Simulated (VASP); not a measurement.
# Tl2B (R3m) in VASP: single point with PBE

Aim: the single point of Tl2B with PBE.

Program: VASP 6.6.1. These are calculated values, not measurements. Logs are shortened: lines on timing, memory, paths and dates and some standing lists are left out, and cuts for length are marked.

## Step 1: The cell of the first run

The structure is trigonal, space group R3m (No. 160). Conventional cell: a = 3.302 Å, b = 3.302 Å, c = 19.179 Å, α = 90.00°, β = 90.00°, γ = 120.00°. Within 3.3 Å of Tl (site symmetry 3m) lie 3 B at 2.47 Å and 1 Tl at 3.14 Å. Tl (site symmetry 3m) has 3 B at 2.47 Å and 1 Tl at 3.14 Å within 3.3 Å. B (site symmetry 3m) has 6 Tl at 2.47 Å within 3.3 Å.

## Step 2: Single point, PBE

INCAR

```
SYSTEM = Tl2B
  PREC = Accurate
  ENCUT = 520
  EDIFF = 1E-6
  ISMEAR = 0
  SIGMA = 0.1
  LREAL = .False.
  LASPH = .True.
  NELM = 100
  ALGO = Normal
  ISIF = 2
  LWAVE = .False.
  LCHARG = .False.
  GGA = PE
  NBANDS = 22
```

KPOINTS

```
Automatic mesh
0
Gamma
  6 6 6
  0 0 0
```

POSCAR

```
Tl2B
1.0
    1.6511154870      0.9532719709      6.3928692469
   -1.6511154870      0.9532719709      6.3928692469
    0.0000000000     -1.9065439417      6.3928692469
Tl B
2 1
Direct
    0.7484000000      0.7484000000      0.7484000000
    0.5849000000      0.5849000000      0.5849000000
    0.0000000000      0.0000000000      0.0000000000
```

Potentials or basis: VASP PAW PBE potentials, release 64 (Tl_d, B).

On the command line:

```console
cat potpaw_PBE.64/Tl_d/POTCAR potpaw_PBE.64/B/POTCAR > POTCAR
mpirun -np 1 vasp_std > vasp.out
```

OUTCAR:

```text
SYSTEM = Tl2B
   PREC = Accurate
   ENCUT = 520
   EDIFF = 1E-6
   ISMEAR = 0
   LREAL = .False.
   LASPH = .True.
   NELM = 100
   ISIF = 2
   GGA = PE

 ion  position               nearest neighbor table
   1  0.748  0.748  0.748-   3 2.47   3 2.47   3 2.47   2 3.14   2 3.77   2 3.77   2 3.77
   2  0.585  0.585  0.585-   3 2.47   3 2.47   3 2.47   1 3.14   1 3.77   1 3.77   1 3.77
   3  0.000  0.000  0.000-   1 2.47   1 2.47   1 2.47   2 2.47   2 2.47   2 2.47

  LATTYP: Found a trigonal (rhomboedric) cell.
 ALAT       =     6.6711083794
 COS(alpha) =     0.8774851014

  Lattice vectors:

 A1 = (   1.6511154870,   0.9532719709,   6.3928692469)
 A2 = (  -1.6511154870,   0.9532719709,   6.3928692469)
 A3 = (   0.0000000000,  -1.9065439417,   6.3928692469)

Analysis of symmetry for initial positions (statically):
=====================================================================
 Subroutine PRICEL returns:
 Original cell was already a primitive cell.

 Routine SETGRP: Setting up the symmetry group for a
 trigonal (rhombohedral) supercell.

 Subroutine GETGRP returns: Found  6 space group operations
 (whereof  6 operations were pure point group operations)
 out of a pool of 12 trial point group operations.

The static configuration has the point symmetry C_3v.

Analysis of symmetry for dynamics (positions and initial velocities):
=====================================================================
 Subroutine PRICEL returns:
 Original cell was already a primitive cell.

 Routine SETGRP: Setting up the symmetry group for a
 trigonal (rhombohedral) supercell.

 Subroutine GETGRP returns: Found  6 space group operations
 (whereof  6 operations were pure point group operations)
 out of a pool of 12 trial point group operations.

The dynamic configuration has the point symmetry C_3v.

 Subroutine INISYM returns: Found  6 space group operations
 (whereof  6 operations are pure point group operations),
 and found     1 'primitive' translations

----------------------------------------------------------------------------------------

                                     Primitive cell

  volume of cell :      60.3728

  direct lattice vectors                    reciprocal lattice vectors
     1.651115487  0.953271971  6.392869247     0.302825577  0.174836428  0.052141428
[... 80 lines left out ...]
   ISTART =      0    job   : 0-new  1-cont  2-samecut
   ICHARG =      2    charge: 1-file 2-atom 10-const
   ISPIN  =      1    spin polarized calculation?
   LNONCOLLINEAR =      F non collinear calculations
   LSORBIT =      F    spin-orbit coupling
   LASPH  =      T    aspherical Exc in radial PAW
   ENCUT  =  520.0 eV  38.22 Ry    6.18 a.u.  12.40 12.40 12.40*2*pi/ulx,y,z
   NELM   =    100;   NELMIN=  2; NELMDL= -5     # of ELM steps
   EDIFF  = 0.1E-05   stopping-criterion for ELM
   LREAL  =      F    real-space projection
   EDIFFG = 0.1E-04   stopping-criterion for IOM
   NSW    =      0    number of steps for IOM
   IBRION =     -1    ionic relax: 0-MD 1-quasi-New 2-CG
   NFREE  =      0    steps in history (QN), initial steepest desc. (CG)
   ISIF   =      2    stress and relaxation
   ISYM   =      2    0-nonsym 1-usesym 2-fastsym
   POTIM  = 0.5000    time-step for ionic-motion
   TEBEG  =    0.0;   TEEND  =   0.0 temperature during run
   PSTRESS=    0.0 pullay stress
   NELECT =      29.0000    total number of electrons
   NUPDOWN=      -1.0000    fix difference up-down
   EMIN   =  10.00;   EMAX   =-10.00  energy-range for DOS
   EFERMI =   0.00;   METHOD = LEGACY
   ISMEAR =     0;   SIGMA  =   0.10  broadening in eV -4-tet -1-fermi 0-gaus
   EFERMI_NEDOS =   21; number of points for ismear=-14 and -15
   IALGO  =     38    algorithm
   IMIX   =      4    mixing-type and parameters
     AMIX     =   0.40;   BMIX     =  1.00
     AMIX_MAG =   1.60;   BMIX_MAG =  1.00
  volume/ion in A,a.u.               =      20.12       135.81
  Fermi-wavevector in a.u.,A,eV,Ry     =   1.282115  2.422846 22.365520  1.643819
  Thomas-Fermi vector in A             =   2.414446
   LORBIT       =      0    0 simple, 1 ext, 2 COOP (PROOUT), +10 PAW based schemes
   GGA     = PE    functional components
   LHFCALC =     F    Hartree Fock is set to
   AEXX    =    0.0000 exact exchange contribution
   IVDW    =     0    specifies the selected vdW correction
   LEPSILON=     F    determine dielectric tensor
   LRPA    =     F    only Hartree local field effects (RPA)
 non-spin polarized calculation
 Gauss-broadening in eV      SIGMA  =   0.10
  energy-cutoff  :      520.00
  volume of cell :       60.37
 maximum number of plane-waves:      1643
 NGX is ok and might be reduce to    50
   NGX = 25   NGY = 25   NGZ = 25

 number of electron      29.0000001 magnetization

 Free energy of the ion-electron system (eV)
  ---------------------------------------------------
  ext. energy  EPLUGINS =         0.00000000
  ---------------------------------------------------
  free energy    TOTEN  =        -7.40374675 eV

  energy without entropy =       -7.39538781  energy(sigma->0) =       -7.39956728

 E-fermi :   7.2123     XC(G=0): -10.7146

 val. band max:        7.1853456705   @ k =  -0.3333  -0.3333   0.1667
 cond. band min:       7.2208158419   @ k =   0.3333   0.3333   0.3333
 fundamental gap:      0.0354701714
 Fermi energy:         7.2122854364

 k-point     1 :       0.0000    0.0000    0.0000
  band No.  band energies     occupation
      1      -4.9463      2.00000
      2      -4.8201      2.00000
      3      -4.6751      2.00000
      4      -4.5538      2.00000
      5      -4.5538      2.00000
      6      -4.4688      2.00000
[... 589 lines left out ...]
     21      14.8747      0.00000
     22      16.3145      0.00000

 [... further k-points ...]
[... 5 lines left out ...]
  --------------------------------------------------------------------------------------
  -------------------------------------------------------------------------------------
  Total        5.0712845      5.0712845      4.4800536      0.0000000      0.0000000     -0.0000000
  in kB      134.5820726    134.5820726    118.8919490      0.0000000      0.0000000     -0.0000000
  external PRESSURE =     129.3520314 kB  Pullay stress =       0.0000000 kB

 VOLUME and BASIS-vectors are now :
 -----------------------------------------------------------------------------
  energy-cutoff  :      520.00
  volume of cell :       60.37
      direct lattice vectors                 reciprocal lattice vectors
     1.651115487  0.953271971  6.392869247     0.302825577  0.174836428  0.052141428
    -1.651115487  0.953271971  6.392869247    -0.302825577  0.174836428  0.052141428
     0.000000000 -1.906543942  6.392869247     0.000000000 -0.349672857  0.052141428

 POSITION                                       TOTAL-FORCE (eV/Angst)
 -----------------------------------------------------------------------------------
      0.00000      0.00000     14.35327         0.000000      0.000000      1.527797
      0.00000      0.00000     11.21757         0.000000     -0.000000     -1.637878
      0.00000      0.00000      0.00000         0.000000      0.000000      0.110081
 -----------------------------------------------------------------------------------
    total drift:                               -0.000000      0.000000      0.000013

  FREE ENERGIE OF THE ION-ELECTRON SYSTEM (eV)
  ---------------------------------------------------
  free  energy   TOTEN  =        -7.4037467469 eV

  energy  without entropy=       -7.3953878113  energy(sigma->0) =       -7.39956728
```

stdout:

```text
POSCAR found type information on POSCAR TlB
 POSCAR found :  2 types and       3 ions
 scaLAPACK will be used
 LDA part: xc-table for (Slater+PW92), standard interpolation
 POSCAR, INCAR and KPOINTS ok, starting setup
 FFT: planning ... GRIDC
 FFT: planning ... GRID_SOFT
 FFT: planning ... GRID
 WAVECAR not read
 entering main loop
```

Run time: 2.3 min. Hardware: 1 thread of AMD EPYC 7R43 (Zen 3), shared host; peak memory 0.3 GiB.

What came out:

* Free energy: -7.4037 eV
* Pressure: 12.9 GPa
* Largest force: 1.638 eV/Å

Forces on the atoms (eV/Å):
```
Tl   0.000  0.000  1.528
Tl   0.000  0.000 -1.638
B    0.000  0.000  0.110
```

Stress tensor (GPa, compression positive):
```
13.46  0.00  0.00
 0.00 13.46  0.00
 0.00  0.00 11.89
```

Caveat: the k points lie up to 0.37 Å⁻¹ apart; spin-orbit coupling is left out, which moves the levels of the heavy elements; forces of over 1 eV/Å act on the atoms, so gaps and moduli don't describe the material at rest.
